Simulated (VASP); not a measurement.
**InAgTe2: single point with PBEsol**

The system is InAgTe2.

```
In Ag Te
1.0
    -3.21701    3.21701    6.38020
     3.21701   -3.21701    6.38020
     3.21701    3.21701   -6.38020
In Ag Te
2 2 4
Cartesian
  0.0000 0.0000 6.3802
  3.2170 0.0000 3.1901
  0.0000 0.0000 0.0000
  0.0000 3.2170 3.1901
  1.5526 1.6085 1.5951
  1.6085 4.8814 -1.5951
  1.6644 1.6085 7.9753
  1.6085 -1.6644 4.7852
```

| Quantity | Value |
| --- | --- |
| Program | VASP 6.6.1 |
| Task | single point |
| Functional | PBEsol |
| Potentials or basis | VASP PAW PBE potentials, release 64 (In_d, Ag, Te) |
| Cutoff | 500 eV |
| k mesh | 8 × 8 × 8 |
| Occupations | gaussian, width 0.1 eV |
| Spin | no spin polarisation |
| Dipole correction | no |
| Further INCAR settings | ALGO = Normal; EDIFF = 1e-06; NBANDS = 46 |

* Pressure: 0.0 GPa
* Largest force: 0.011 eV/Å
* Band gap on the k mesh: 0.08 eV, direct

Forces in eV/Å, atoms in the order of the input:
```
In   0.000  0.000  0.000
In   0.000  0.000  0.000
Ag   0.000  0.000  0.000
Ag   0.000  0.000  0.000
Te  -0.011  0.000  0.000
Te   0.000  0.011  0.000
Te   0.011  0.000  0.000
Te   0.000 -0.011  0.000
```

Levels at points of the mesh, in eV from the valence-band top:
```csv
k point,band 32,band 33,band 34,band 35,band 36,band 37,band 38,band 39,band 40,band 41
"(0.00, 0.00, 0.00)",-2.05,-2.05,-0.07,-0.07,0.00,0.08,1.81,1.92,3.40,3.40
"(0.50, 0.00, 0.00)",-1.93,-1.66,-1.36,-1.28,-0.66,1.77,2.08,2.83,3.48,3.64
"(0.50, 0.50, 0.00)",-1.41,-0.96,-0.96,-0.57,-0.57,0.86,0.86,2.83,2.83,4.09
"(0.50, 0.50, 0.50)",-1.93,-1.35,-1.35,-1.04,-1.04,1.47,1.47,1.91,1.91,2.60
```

Run time: 10 min on 1 thread of AMD EPYC 9R45 96-Core Processor (Zen 5) (shared host), peak memory 0.87 GiB.

Caveat: the PAW data sets were made with another functional, which shifts forces and pressure a little; spin-orbit coupling is left out, which moves the levels of the heavy elements.
